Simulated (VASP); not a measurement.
# TiAl (Amm2) in VASP: notebook

Runs on TiAl. Level: r2SCAN. Tasks: single point.

Everything below comes from runs of VASP 6.6.1. Logs are shortened: lines on timing, memory, paths and dates and some standing lists are left out, and cuts for length are marked.

## 1. The cell of the first run

The structure is orthorhombic, space group Amm2 (No. 38). The conventional cell has a = 3.179 Å, b = 4.496 Å, c = 4.496 Å, α = 90.00°, β = 90.00°, γ = 90.00°. Ti (site symmetry mm2) has 8 Al at 2.53 to 2.99 Å and 6 Ti at 3.18 Å within 3.3 Å. Within 3.3 Å of Al (site symmetry mm2) lie 8 Ti at 2.53 to 2.99 Å and 6 Al at 3.18 Å.

## 2. Single point, r2SCAN (atom 1 (Ti) moved by (-0.200, -0.200) A along y and z)

Input file POSCAR:

```
TiAl
1.0
    3.1790640000      0.0000000000      0.0000000000
    0.0000000000      3.1790640000      0.0000000000
    0.0000000000      0.0000000000      3.1790640000
Ti Al
1 1
Direct
    0.0000000000     -0.0629115991     -0.0629115991
    0.5000000000      0.5000000000      0.5000000000
```

Input file INCAR.step1:

```
SYSTEM = TiAl
  PREC = Accurate
  ENCUT = 520
  ISMEAR = 0
  SIGMA = 0.15
  LREAL = .False.
  LASPH = .True.
  NELM = 100
  NBANDS = 14
  GGA = PE
  ALGO = Normal
  EDIFF = 1E-4
  LWAVE = .True.
  LCHARG = .False.
```

Input file INCAR.step2:

```
SYSTEM = TiAl
  PREC = Accurate
  ENCUT = 520
  EDIFF = 1E-6
  ISMEAR = 0
  SIGMA = 0.15
  LREAL = .False.
  LASPH = .True.
  NELM = 100
  ALGO = Normal
  ISIF = 2
  LWAVE = .False.
  LCHARG = .False.
  METAGGA = R2SCAN
  LMIXTAU = .True.
  NBANDS = 14
  ISTART = 1
```

Input file KPOINTS:

```
Automatic mesh
0
Gamma
  16 16 16
  0 0 0
```

Potentials or basis: VASP PAW PBE potentials, release 64 (Ti_sv, Al).

Started as:

```bash
$ cat potpaw_PBE.64/Ti_sv/POTCAR potpaw_PBE.64/Al/POTCAR > POTCAR
$ cp INCAR.step1 INCAR
$ mpirun -np 1 vasp_std > vasp.out
$ cp INCAR.step2 INCAR
$ mpirun -np 1 vasp_std > vasp.out
```

OUTCAR:

```text
SYSTEM = TiAl
   PREC = Accurate
   ENCUT = 520
   EDIFF = 1E-6
   ISMEAR = 0
   LREAL = .False.
   LASPH = .True.
   NELM = 100
   ISIF = 2
   METAGGA = R2SCAN
   ISTART = 1

 ion  position               nearest neighbor table
   1  0.000  0.937  0.937-   2 2.53   2 2.53   2 2.77   2 2.77   2 2.77   2 2.77   2 2.99   2 2.99

   2  0.500  0.500  0.500-   1 2.53   1 2.53   1 2.77   1 2.77   1 2.77   1 2.77   1 2.99   1 2.99

  LATTYP: Found a simple cubic cell.
 ALAT       =     3.1790640000

  Lattice vectors:

 A1 = (   3.1790640000,   0.0000000000,   0.0000000000)
 A2 = (   0.0000000000,   3.1790640000,   0.0000000000)
 A3 = (   0.0000000000,   0.0000000000,   3.1790640000)

Analysis of symmetry for initial positions (statically):
=====================================================================
 Subroutine PRICEL returns:
 Original cell was already a primitive cell.

 Routine SETGRP: Setting up the symmetry group for a
 simple cubic supercell.

 Subroutine GETGRP returns: Found  4 space group operations
 (whereof  4 operations were pure point group operations)
 out of a pool of 48 trial point group operations.

The static configuration has the point symmetry C_2v.

Analysis of symmetry for dynamics (positions and initial velocities):
=====================================================================
 Subroutine PRICEL returns:
 Original cell was already a primitive cell.

 Routine SETGRP: Setting up the symmetry group for a
 simple cubic supercell.

 Subroutine GETGRP returns: Found  4 space group operations
 (whereof  4 operations were pure point group operations)
 out of a pool of 48 trial point group operations.

The dynamic configuration has the point symmetry C_2v.

 Subroutine INISYM returns: Found  4 space group operations
 (whereof  4 operations are pure point group operations),
 and found     1 'primitive' translations

----------------------------------------------------------------------------------------

                                     Primitive cell

  volume of cell :      32.1290

  direct lattice vectors                    reciprocal lattice vectors
     3.179064000  0.000000000  0.000000000     0.314557996  0.000000000  0.000000000
     0.000000000  3.179064000  0.000000000     0.000000000  0.314557996  0.000000000
     0.000000000  0.000000000  3.179064000     0.000000000  0.000000000  0.314557996

  length of vectors
     3.179064000  3.179064000  3.179064000     0.314557996  0.314557996  0.314557996

  position of ions in fractional coordinates (direct lattice)
     0.000000000  0.937088401  0.937088401
     0.500000000  0.500000000  0.500000000

  ion indices of the primitive-cell ions
   primitive index   ion index
                 1           1
                 2           2

----------------------------------------------------------------------------------------

 KPOINTS: Automatic mesh

Automatic generation of k-mesh.
 Grid dimensions read from file:
 generate k-points for:   16   16   16

 Generating k-lattice:

  Cartesian coordinates                     Fractional coordinates (reciprocal lattice)
     0.019659875  0.000000000  0.000000000     0.062500000  0.000000000  0.000000000
     0.000000000  0.019659875  0.000000000     0.000000000  0.062500000  0.000000000
     0.000000000  0.000000000  0.019659875     0.000000000  0.000000000  0.062500000

  Length of vectors
     0.019659875  0.019659875  0.019659875

  Shift w.r.t. Gamma in fractional coordinates (k-lattice)
     0.000000000  0.000000000  0.000000000

 Subroutine IBZKPT returns following result:
 ===========================================

 Found    657 irreducible k-points:

 Following reciprocal coordinates:
            Coordinates               Weight
  0.000000  0.000000  0.000000      1.000000
  0.062500  0.000000  0.000000      2.000000
  0.000000  0.062500  0.000000      4.000000
  0.125000  0.000000  0.000000      2.000000
  0.000000  0.125000  0.000000      4.000000
  0.187500  0.000000  0.000000      2.000000
[... 16 lines left out ...]
  0.062500  0.000000  0.125000      8.000000
  0.000000 -0.125000  0.062500      4.000000
 [... further k-points ...]
   k-points           NKPTS =    657   k-points in BZ     NKDIM =    657   number of bands    NBANDS=     14
   number of dos      NEDOS =    301   number of ions     NIONS =      2
   total plane-waves  NPLWV =  13824
   dimension x,y,z NGX =    24 NGY =   24 NGZ =   24
   dimension x,y,z NGXF=    48 NGYF=   48 NGZF=   48
   ions per type =               1   1
   NGX,Y,Z   is equivalent  to a cutoff of  12.55, 12.55, 12.55 a.u.
   NGXF,Y,Z  is equivalent  to a cutoff of  25.10, 25.10, 25.10 a.u.
 SYSTEM =  TiAl
   PREC   = accura    normal or accurate (medium, high low for compatibility)
   ISTART =      1    job   : 0-new  1-cont  2-samecut
   ICHARG =      0    charge: 1-file 2-atom 10-const
   ISPIN  =      1    spin polarized calculation?
   LNONCOLLINEAR =      F non collinear calculations
   LSORBIT =      F    spin-orbit coupling
   LASPH  =      T    aspherical Exc in radial PAW
   ENCUT  =  520.0 eV  38.22 Ry    6.18 a.u.   5.91  5.91  5.91*2*pi/ulx,y,z
   NELM   =    100;   NELMIN=  2; NELMDL=  0     # of ELM steps
   EDIFF  = 0.1E-05   stopping-criterion for ELM
   LREAL  =      F    real-space projection
   EDIFFG = 0.1E-04   stopping-criterion for IOM
   NSW    =      0    number of steps for IOM
   IBRION =     -1    ionic relax: 0-MD 1-quasi-New 2-CG
   NFREE  =      0    steps in history (QN), initial steepest desc. (CG)
   ISIF   =      2    stress and relaxation
   ISYM   =      2    0-nonsym 1-usesym 2-fastsym
   POTIM  = 0.5000    time-step for ionic-motion
   TEBEG  =    0.0;   TEEND  =   0.0 temperature during run
   PSTRESS=    0.0 pullay stress
   NELECT =      15.0000    total number of electrons
   NUPDOWN=      -1.0000    fix difference up-down
   EMIN   =  10.00;   EMAX   =-10.00  energy-range for DOS
   EFERMI =   0.00;   METHOD = LEGACY
   ISMEAR =     0;   SIGMA  =   0.15  broadening in eV -4-tet -1-fermi 0-gaus
   EFERMI_NEDOS =   21; number of points for ismear=-14 and -15
   IALGO  =     38    algorithm
   IMIX   =      4    mixing-type and parameters
     AMIX     =   0.40;   BMIX     =  1.00
     AMIX_MAG =   1.60;   BMIX_MAG =  1.00
  volume/ion in A,a.u.               =      16.06       108.41
  Fermi-wavevector in a.u.,A,eV,Ry     =   1.270007  2.399964 21.945065  1.612917
  Thomas-Fermi vector in A             =   2.403017
   LORBIT       =      0    0 simple, 1 ext, 2 COOP (PROOUT), +10 PAW based schemes
   METAGGA = R2SCAN    functional components
   LHFCALC =     F    Hartree Fock is set to
   AEXX    =    0.0000 exact exchange contribution
   IVDW    =     0    specifies the selected vdW correction
   LEPSILON=     F    determine dielectric tensor
   LRPA    =     F    only Hartree local field effects (RPA)
 non-spin polarized calculation
 Gauss-broadening in eV      SIGMA  =   0.15
  energy-cutoff  :      520.00
  volume of cell :       32.13
 maximum number of plane-waves:       912
   NGX = 11   NGY = 11   NGZ = 11

 number of electron      14.9999994 magnetization

 Free energy of the ion-electron system (eV)
  ---------------------------------------------------
  ext. energy  EPLUGINS =         0.00000000
  ---------------------------------------------------
  free energy    TOTEN  =       -20.04021202 eV

  energy without entropy =      -20.01700681  energy(sigma->0) =      -20.02860942

 E-fermi :   8.7877     XC(G=0): -11.8830

 val. band max:        8.7868239205   @ k =   0.3125   0.3125   0.1250
 cond. band min:       8.7884549754   @ k =   0.0000   0.5000   0.1250
 fundamental gap:      0.0016310549
 Fermi energy:         8.7877203664

 k-point     1 :       0.0000    0.0000    0.0000
  band No.  band energies     occupation
      1     -50.4469      2.00000
      2     -25.6190      2.00000
      3     -25.6163      2.00000
      4     -25.5908      2.00000
      5      -1.0150      2.00000
      6       7.1222      2.00000
      7       7.1306      2.00000
      8      10.6831      0.00000
      9      10.8249      0.00000
     10      10.8947      0.00000
     11      13.5441      0.00000
     12      13.5585      0.00000
     13      13.7092      0.00000
     14      17.8967      0.00000

 k-point     2 :       0.0625    0.0000    0.0000
  band No.  band energies     occupation
      1     -50.4463      2.00000
      2     -25.6237      2.00000
      3     -25.6183      2.00000
      4     -25.5902      2.00000
      5      -0.9492      2.00000
      6       7.0911      2.00000
      7       7.1608      2.00000
      8      10.5715      0.00000
      9      10.7712      0.00000
     10      10.8461      0.00000
     11      13.1572      0.00000
     12      13.7162      0.00000
     13      13.9727      0.00000
     14      17.8074      0.00000

 k-point     3 :       0.0000    0.0625    0.0000
  band No.  band energies     occupation
      1     -50.4463      2.00000
      2     -25.6228      2.00000
      3     -25.6157      2.00000
      4     -25.5935      2.00000
      5      -0.9496      2.00000
      6       7.0952      2.00000
      7       7.1544      2.00000
      8      10.6043      0.00000
      9      10.7176      0.00000
     10      10.8659      0.00000
     11      13.2402      0.00000
     12      13.7200      0.00000
     13      13.8662      0.00000
     14      17.8716      0.00000

 k-point     4 :       0.1250    0.0000    0.0000
  band No.  band energies     occupation
      1     -50.4446      2.00000
      2     -25.6441      2.00000
      3     -25.6165      2.00000
      4     -25.5884      2.00000
      5      -0.7531      2.00000
      6       6.9691      2.00000
      7       7.2487      2.00000
      8      10.3179      0.00000
      9      10.4761      0.00000
     10      10.8754      0.00000
     11      12.5162      0.00000
     12      14.1585      0.00000
     13      14.3979      0.00000
     14      17.5507      0.00000

 k-point     5 :       0.0000    0.1250    0.0000
  band No.  band energies     occupation
      1     -50.4446      2.00000
      2     -25.6379      2.00000
      3     -25.6140      2.00000
      4     -25.5969      2.00000
      5      -0.7546      2.00000
      6       6.9688      2.00000
      7       7.2407      2.00000
      8      10.3542      0.00000
      9      10.4541      0.00000
     10      10.8576      0.00000
     11      12.6108      0.00000
[... 276 lines left out ...]
 k-point    22 :       0.0000    0.1250    0.0625
  band No.  band energies     occupation
      1     -50.4440      2.00000
      2     -25.6391      2.00000
      3     -25.6134      2.00000
      4     -25.6021      2.00000
      5      -0.6898      2.00000
      6       6.9926      2.00000
      7       7.2225      2.00000
      8      10.3042      0.00000
      9      10.3156      0.00000
     10      10.8141      0.00000
     11      12.7780      0.00000
     12      13.9260      0.00000
     13      14.2768      0.00000
     14      17.8385      0.00000

 k-point    23 :       0.0625    0.0000    0.1250
  band No.  band energies     occupation
      1     -50.4440      2.00000
      2     -25.6373      2.00000
      3     -25.6211      2.00000
      4     -25.5962      2.00000
      5      -0.6900      2.00000
      6       6.9915      2.00000
      7       7.2267      2.00000
      8      10.2203      0.00000
      9      10.4493      0.00000
     10      10.7699      0.00000
     11      12.7427      0.00000
     12      13.7858      0.00000
     13      14.4732      0.00000
     14      17.7702      0.00000

 k-point    24 :       0.0000   -0.1250    0.0625
  band No.  band energies     occupation
      1     -50.4440      2.00000
      2     -25.6380      2.00000
      3     -25.6134      2.00000
      4     -25.6032      2.00000
      5      -0.6908      2.00000
      6       6.9955      2.00000
      7       7.2203      2.00000
      8      10.3351      0.00000
      9      10.3621      0.00000
     10      10.7573      0.00000
     11      12.6477      0.00000
     12      14.0296      0.00000
     13      14.2844      0.00000
     14      17.8397      0.00000

 [... further k-points ...]

------------------------ aborting loop because EDIFF is reached ----------------------------------------

  FORCE on cell =-STRESS in cart. coord.  units (eV):
  Direction    XX          YY          ZZ          XY          YZ          ZX
  --------------------------------------------------------------------------------------
  -------------------------------------------------------------------------------------
  Total        0.7904441      0.3833007      0.3833007     -0.0000000      0.6489546      0.0000000
  in kB       39.4170331     19.1140357     19.1140357     -0.0000000     32.3613824      0.0000000
  external PRESSURE =      25.8817015 kB  Pullay stress =       0.0000000 kB

 VOLUME and BASIS-vectors are now :
 -----------------------------------------------------------------------------
  energy-cutoff  :      520.00
  volume of cell :       32.13
      direct lattice vectors                 reciprocal lattice vectors
     3.179064000  0.000000000  0.000000000     0.314557996  0.000000000  0.000000000
     0.000000000  3.179064000  0.000000000     0.000000000  0.314557996  0.000000000
     0.000000000  0.000000000  3.179064000     0.000000000  0.000000000  0.314557996

 POSITION                                       TOTAL-FORCE (eV/Angst)
 -----------------------------------------------------------------------------------
      0.00000      2.97906      2.97906         0.000000      1.456392      1.456392
      1.58953      1.58953      1.58953         0.000000     -1.456392     -1.456392
 -----------------------------------------------------------------------------------
    total drift:                               -0.000000     -0.000329     -0.000329

  FREE ENERGIE OF THE ION-ELECTRON SYSTEM (eV)
  ---------------------------------------------------
  free  energy   TOTEN  =       -20.0402120214 eV

  energy  without entropy=      -20.0170068086  energy(sigma->0) =      -20.02860942
```

It took 3.8 min on 1 thread of Intel Xeon 6975P-C (Granite Rapids), shared host; peak memory 0.41 GiB.

What came out:

```
Free energy            : -20.0402 eV
Pressure               : 2.6 GPa
Largest force          : 2.060 eV/Å
Band gap on the k mesh : zero (an odd number of electrons rules out a gap without spin polarisation)
```

Forces on the atoms (eV/Å):
```
Ti   0.000  1.456  1.456
Al   0.000 -1.456 -1.456
```

Levels at points of the mesh, in eV from the Fermi level:
```
           k point  band 4  band 5  band 6  band 7  band 8  band 9  band 10  band 11
(0.00, 0.00, 0.00)  -34.38   -9.80   -1.67   -1.66    1.90    2.04     2.11     4.76
(0.50, 0.00, 0.00)  -34.36   -6.40   -5.52   -0.70    0.24    0.32     2.26     3.10
(0.00, 0.50, 0.00)  -34.38   -6.42   -5.52   -0.73    0.25    0.37     2.22     3.14
(0.50, 0.50, 0.00)  -34.36   -5.20   -2.45   -2.39   -1.47    0.89     0.98     2.84
(0.00, 0.50, 0.50)  -34.37   -5.14   -2.53   -2.37   -1.44    0.75     0.91     2.84
(0.50, 0.50, 0.50)  -34.51   -3.28   -3.24   -3.18    0.94    2.83     2.88     2.91
```

Caveat: the cell differs from its parent crystal (atom 1 (Ti) moved by (-0.200, -0.200) A along y and z); the PAW data sets were made with another functional, which shifts forces and pressure a little.

## 3. Single point, r2SCAN (atom 1 (Ti) moved by (-0.100, -0.100) A along y and z)

Changes to POSCAR since step 2:

```diff
@@ -8,3 +8,3 @@
 Direct
-    0.0000000000     -0.0629115991     -0.0629115991
+    0.0000000000     -0.0314557996     -0.0314557996
     0.5000000000      0.5000000000      0.5000000000
```

Input file INCAR.step1:

```
SYSTEM = TiAl
ALGO = Normal
EDIFF = 1E-4
ENCUT = 520
GGA = PE
ISMEAR = 0
LASPH = .True.
LCHARG = .False.
LREAL = .False.
LWAVE = .True.
NBANDS = 14
NELM = 60
PREC = Accurate
SIGMA = 0.15
```

Input file INCAR.step2:

```
SYSTEM = TiAl
ALGO = Normal
EDIFF = 1E-6
ENCUT = 520
ISIF = 2
ISMEAR = 0
ISTART = 1
LASPH = .True.
LCHARG = .True.
LELF = .True.
LMIXTAU = .True.
LREAL = .False.
LVHAR = .True.
LWAVE = .False.
METAGGA = R2SCAN
NBANDS = 14
NELM = 60
PREC = Accurate
SIGMA = 0.15
```

Input file KPOINTS:

```
k-points
0
Gamma
  16 16 16
  0 0 0
```

Potentials or basis: VASP PAW PBE potentials, release 64 (Ti_sv, Al).

Started as:

```bash
$ cat potpaw_PBE.64/Ti_sv/POTCAR potpaw_PBE.64/Al/POTCAR > POTCAR
$ cp INCAR.step1 INCAR
$ mpirun -np 1 vasp_std > vasp.out
$ cp INCAR.step2 INCAR
$ mpirun -np 1 vasp_std > vasp.out
```

It took 4.7 min on 1 thread of Intel Xeon 6975P-C (Granite Rapids), shared host; peak memory 0.4 GiB.

The run converged. Its results:

```
Free energy            : -20.2533 eV
Pressure               : 0.1 GPa
Largest force          : 0.977 eV/Å
Band gap on the k mesh : zero (an odd number of electrons rules out a gap without spin polarisation)
```

Forces on the atoms (eV/Å):
```
Ti   0.000  0.691  0.691
Al   0.000 -0.691 -0.691
```

Stress tensor (GPa, compression positive):
```
 0.41  0.00  0.00
 0.00 -0.06  0.81
 0.00  0.81 -0.06
```

Levels at points of the mesh, in eV from the Fermi level:
```csv
k point,band 4,band 5,band 6,band 7,band 8,band 9,band 10,band 11
"(0.00, 0.00, 0.00)",-34.42,-9.85,-1.64,-1.63,2.00,2.04,2.06,4.65
"(0.50, 0.00, 0.00)",-34.41,-6.44,-5.58,-0.67,0.27,0.29,2.26,3.10
"(0.00, 0.50, 0.00)",-34.41,-6.45,-5.58,-0.68,0.27,0.30,2.25,3.11
"(0.50, 0.50, 0.00)",-34.40,-5.23,-2.43,-2.41,-1.59,0.88,0.90,2.83
"(0.00, 0.50, 0.50)",-34.40,-5.21,-2.45,-2.40,-1.58,0.84,0.88,2.82
"(0.50, 0.50, 0.50)",-34.56,-3.28,-3.27,-3.25,0.92,2.85,2.87,2.88
```

Caveat: the cell differs from its parent crystal (atom 1 (Ti) moved by (-0.100, -0.100) A along y and z); the PAW data sets were made with another functional, which shifts forces and pressure a little.
